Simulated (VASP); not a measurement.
# Al2InSb3 (I-4m2) in VASP: single point with PBE

Aim: the single point of Al2InSb3 with PBE.

All numbers are computed with VASP 6.6.1; they aren't measurements. Logs are shortened: lines on timing, memory, paths and dates and some standing lists are left out, and cuts for length are marked.

### Step 1. The cell of the first run

Symmetry: I-4m2, No. 119, tetragonal system. Conventional cell: a = 4.491 Å, b = 4.491 Å, c = 19.109 Å, α = 90.00°, β = 90.00°, γ = 90.00°. Within 3.6 Å of Al (site symmetry 2mm) lie 4 Sb at 2.71 to 2.72 Å. In (site symmetry -4m2) has 4 Sb at 2.84 Å within 3.7 Å. Within 3.6 Å of Sb (site symmetry 2mm) lie 2 Al at 2.71 Å and 2 In at 2.84 Å. Sb (site symmetry -4m2) has 4 Al at 2.72 Å within 3.6 Å.

### Step 2. Single point, PBE

INCAR

```
SYSTEM = Al2InSb3
PREC = Accurate
ENCUT = 520
EDIFF = 1E-6
ISMEAR = 0
SIGMA = 0.02
LREAL = .False.
LASPH = .True.
NELM = 80
ALGO = Normal
ISIF = 2
LWAVE = .False.
LCHARG = .False.
GGA = PE
NBANDS = 26
```

KPOINTS

```
Automatic mesh
0
Gamma
  12 12 12
  0 0 0
```

POSCAR

```
Al2InSb3
1.0
   -2.2453729778      2.2453729778      9.5545951597
    2.2453729778     -2.2453729778      9.5545951597
    2.2453729778      2.2453729778     -9.5545951597
Al In Sb
2 1 3
Direct
    0.6699227034      0.6699227034      0.0000000000
    0.3300772966      0.3300772966      0.0000000000
    0.0000000000      0.0000000000      0.0000000000
    0.5909051478      0.0909051478      0.5000000000
    0.2500000000      0.7500000000      0.5000000000
    0.9090948522      0.4090948522      0.5000000000
```

Potentials or basis: VASP PAW PBE potentials, release 64 (Al, In_d, Sb).

On the command line:

```sh
> cat potpaw_PBE.64/Al/POTCAR potpaw_PBE.64/In_d/POTCAR potpaw_PBE.64/Sb/POTCAR > POTCAR
> mpirun -np 1 vasp_std > vasp.out
```

OUTCAR:

```text
SYSTEM = Al2InSb3
   PREC = Accurate
   ENCUT = 520
   EDIFF = 1E-6
   ISMEAR = 0
   LREAL = .False.
   LASPH = .True.
   NELM = 80
   ISIF = 2
   GGA = PE

 ion  position               nearest neighbor table
   1  0.670  0.670  0.000-   4 2.71   4 2.71   5 2.72   5 2.72
   2  0.330  0.330  0.000-   6 2.71   6 2.71   5 2.72   5 2.72
   3  0.000  0.000  0.000-   4 2.84   6 2.84   4 2.84   6 2.84
   4  0.591  0.091  0.500-   1 2.71   1 2.71   3 2.84   3 2.84
   5  0.250  0.750  0.500-   2 2.72   1 2.72   2 2.72   1 2.72
   6  0.909  0.409  0.500-   2 2.71   2 2.71   3 2.84   3 2.84

  LATTYP: Found a body centered tetragonal cell.
 ALAT       =     4.4907459556
 C/A-ratio  =     4.2552374390

  Lattice vectors:

 A1 = (  -2.2453729778,   2.2453729778,   9.5545951597)
 A2 = (   2.2453729778,  -2.2453729778,   9.5545951597)
 A3 = (   2.2453729778,   2.2453729778,  -9.5545951597)

Analysis of symmetry for initial positions (statically):
=====================================================================
 Subroutine PRICEL returns:
 Original cell was already a primitive cell.

 Routine SETGRP: Setting up the symmetry group for a
 body centered tetragonal supercell.

 Subroutine GETGRP returns: Found  8 space group operations
 (whereof  8 operations were pure point group operations)
 out of a pool of 16 trial point group operations.

The static configuration has the point symmetry D_2d.

Analysis of symmetry for dynamics (positions and initial velocities):
=====================================================================
 Subroutine PRICEL returns:
 Original cell was already a primitive cell.

 Routine SETGRP: Setting up the symmetry group for a
 body centered tetragonal supercell.

 Subroutine GETGRP returns: Found  8 space group operations
 (whereof  8 operations were pure point group operations)
 out of a pool of 16 trial point group operations.

The dynamic configuration has the point symmetry D_2d.

 Subroutine INISYM returns: Found  8 space group operations
 (whereof  8 operations are pure point group operations),
 and found     1 'primitive' translations

----------------------------------------------------------------------------------------

                                     Primitive cell

[... 98 lines left out ...]
   EDIFF  = 0.1E-05   stopping-criterion for ELM
   LREAL  =      F    real-space projection
   EDIFFG = 0.1E-04   stopping-criterion for IOM
   NSW    =      0    number of steps for IOM
   IBRION =     -1    ionic relax: 0-MD 1-quasi-New 2-CG
   NFREE  =      0    steps in history (QN), initial steepest desc. (CG)
   ISIF   =      2    stress and relaxation
   ISYM   =      2    0-nonsym 1-usesym 2-fastsym
   POTIM  = 0.5000    time-step for ionic-motion
   TEBEG  =    0.0;   TEEND  =   0.0 temperature during run
   PSTRESS=    0.0 pullay stress
   NELECT =      34.0000    total number of electrons
   NUPDOWN=      -1.0000    fix difference up-down
   EMIN   =  10.00;   EMAX   =-10.00  energy-range for DOS
   EFERMI =   0.00;   METHOD = LEGACY
   ISMEAR =     0;   SIGMA  =   0.02  broadening in eV -4-tet -1-fermi 0-gaus
   EFERMI_NEDOS =   21; number of points for ismear=-14 and -15
   IALGO  =     38    algorithm
   IMIX   =      4    mixing-type and parameters
     AMIX     =   0.40;   BMIX     =  1.00
     AMIX_MAG =   1.60;   BMIX_MAG =  1.00
  volume/ion in A,a.u.               =      32.11       216.72
  Fermi-wavevector in a.u.,A,eV,Ry     =   0.918230  1.735203 11.471697  0.843146
  Thomas-Fermi vector in A             =   2.043288
   LORBIT       =      0    0 simple, 1 ext, 2 COOP (PROOUT), +10 PAW based schemes
   GGA     = PE    functional components
   LHFCALC =     F    Hartree Fock is set to
   AEXX    =    0.0000 exact exchange contribution
   IVDW    =     0    specifies the selected vdW correction
   LEPSILON=     F    determine dielectric tensor
   LRPA    =     F    only Hartree local field effects (RPA)
 non-spin polarized calculation
 Gauss-broadening in eV      SIGMA  =   0.02
  energy-cutoff  :      520.00
  volume of cell :      192.69
 maximum number of plane-waves:      5231
 NGX is ok and might be reduce to    80
   NGX = 37   NGY = 37   NGZ = 37

 number of electron      34.0000002 magnetization

 Free energy of the ion-electron system (eV)
  ---------------------------------------------------
  ext. energy  EPLUGINS =         0.00000000
  ---------------------------------------------------
  free energy    TOTEN  =       -23.32564617 eV

  energy without entropy =      -23.32564617  energy(sigma->0) =      -23.32564617

 E-fermi :   4.6238     XC(G=0):  -8.4741

 val. band max:        4.4852311073   @ k =   0.0000   0.0000   0.0000
 cond. band min:       5.0505952872   @ k =   0.0000   0.0000   0.0000
 fundamental gap:      0.5653641799
 Fermi energy:         4.6237705275

 k-point     1 :       0.0000    0.0000    0.0000
  band No.  band energies     occupation
      1      -9.9312      2.00000
      2      -9.8687      2.00000
      3      -9.8687      2.00000
      4      -9.8190      2.00000
      5      -9.8178      2.00000
      6      -5.9966      2.00000
[... 685 lines left out ...]
     25       9.1776      0.00000
     26       9.6016      0.00000

 [... further k-points ...]

------------------------ aborting loop because EDIFF is reached ----------------------------------------

  FORCE on cell =-STRESS in cart. coord.  units (eV):
  Direction    XX          YY          ZZ          XY          YZ          ZX
  --------------------------------------------------------------------------------------
  -------------------------------------------------------------------------------------
  Total        0.1100778      0.1100778      0.0963947      0.0000000      0.0000000     -0.0000000
  in kB        0.9152951      0.9152951      0.8015204      0.0000000      0.0000000     -0.0000000
  external PRESSURE =       0.8773702 kB  Pullay stress =       0.0000000 kB

 VOLUME and BASIS-vectors are now :
 -----------------------------------------------------------------------------
  energy-cutoff  :      520.00
  volume of cell :      192.69
      direct lattice vectors                 reciprocal lattice vectors
    -2.245372978  2.245372978  9.554595160     0.000000000  0.222680154  0.052330841
     2.245372978 -2.245372978  9.554595160     0.222680154  0.000000000  0.052330841
     2.245372978  2.245372978 -9.554595160     0.222680154  0.222680154  0.000000000

 POSITION                                       TOTAL-FORCE (eV/Angst)
 -----------------------------------------------------------------------------------
      0.00000      0.00000     12.80168         0.000000      0.000000      0.002628
      0.00000      0.00000      6.30751         0.000000      0.000000     -0.002628
      0.00000      0.00000      0.00000         0.000000      0.000000     -0.000000
      0.00000      2.24537      1.73712        -0.000000     -0.000000     -0.017354
      2.24537      0.00000      4.77730         0.000000      0.000000      0.000000
      0.00000      2.24537      7.81747        -0.000000     -0.000000      0.017354
 -----------------------------------------------------------------------------------
    total drift:                               -0.000000      0.000000     -0.000000

  FREE ENERGIE OF THE ION-ELECTRON SYSTEM (eV)
  ---------------------------------------------------
  free  energy   TOTEN  =       -23.3256461680 eV

  energy  without entropy=      -23.3256461680  energy(sigma->0) =      -23.32564617
```

OSZICAR:

```text
N       E                     dE             d eps       ncg     rms          rms(c)
DAV:   1     0.203338801193E+03    0.20334E+03   -0.12445E+04  8476   0.110E+03
DAV:   2    -0.516238932427E+01   -0.20850E+03   -0.19813E+03  9542   0.251E+02
DAV:   3    -0.229576419995E+02   -0.17795E+02   -0.17491E+02 10790   0.811E+01
DAV:   4    -0.235598393973E+02   -0.60220E+00   -0.60051E+00 10382   0.174E+01
DAV:   5    -0.235908018107E+02   -0.30962E-01   -0.30959E-01 13324   0.371E+00    0.603E+00
DAV:   6    -0.233671343587E+02    0.22367E+00   -0.31947E-01 12332   0.542E+00    0.373E+00
DAV:   7    -0.233244253369E+02    0.42709E-01   -0.27079E-01 10802   0.305E+00    0.650E-01
DAV:   8    -0.233235349191E+02    0.89042E-03   -0.26324E-02 11242   0.142E+00    0.569E-01
DAV:   9    -0.233250487765E+02   -0.15139E-02   -0.33588E-03 10126   0.309E-01    0.157E-01
DAV:  10    -0.233254771925E+02   -0.42842E-03   -0.39195E-04 10892   0.145E-01    0.528E-02
DAV:  11    -0.233256223511E+02   -0.14516E-03   -0.15127E-04  9588   0.773E-02    0.256E-02
DAV:  12    -0.233256429056E+02   -0.20554E-04   -0.20240E-05 10628   0.276E-02    0.159E-02
DAV:  13    -0.233256459902E+02   -0.30846E-05   -0.70242E-06  9410   0.119E-02    0.268E-03
DAV:  14    -0.233256461680E+02   -0.17781E-06   -0.27580E-07  7578   0.301E-03
   1 F= -.23325646E+02 E0= -.23325646E+02  d E =-.189325E-25
```

Wall time 36 min (1 thread of Intel Xeon 6975P-C (Granite Rapids), shared host); peak memory 1.5 GiB.

What came out:

| Item | Value |
| --- | --- |
| Free energy | -23.3256 eV |
| Pressure | 0.1 GPa |
| Largest force | 0.017 eV/Å |
| Band gap on the k mesh | 0.57 eV |

Forces on the atoms (eV/Å):
```
Al   0.000  0.000  0.003
Al   0.000  0.000 -0.003
In   0.000  0.000  0.000
Sb   0.000  0.000 -0.017
Sb   0.000  0.000  0.000
Sb   0.000  0.000  0.017
```

Levels at points of the mesh, in eV from the valence-band top:
| k point | band 14 | band 15 | band 16 | band 17 | band 18 | band 19 | band 20 | band 21 |
| --- | --- | --- | --- | --- | --- | --- | --- | --- |
| (0.00, 0.00, 0.00) | -1.63 | -0.12 | 0.00 | 0.00 | 0.57 | 1.22 | 1.36 | 2.22 |
| (0.50, 0.00, 0.00) | -1.17 | -1.15 | -0.93 | -0.58 | 0.88 | 1.93 | 2.14 | 3.55 |
| (0.50, 0.50, 0.00) | -2.50 | -2.50 | -2.11 | -2.11 | 1.29 | 1.30 | 2.66 | 2.77 |
| (0.50, 0.50, 0.50) | -0.99 | -0.99 | -0.62 | -0.62 | 1.22 | 1.34 | 1.96 | 2.27 |

Caveat: semilocal functionals underestimate gaps, and a narrow one can read as zero; spin-orbit coupling is left out, which moves the levels of the heavy elements.
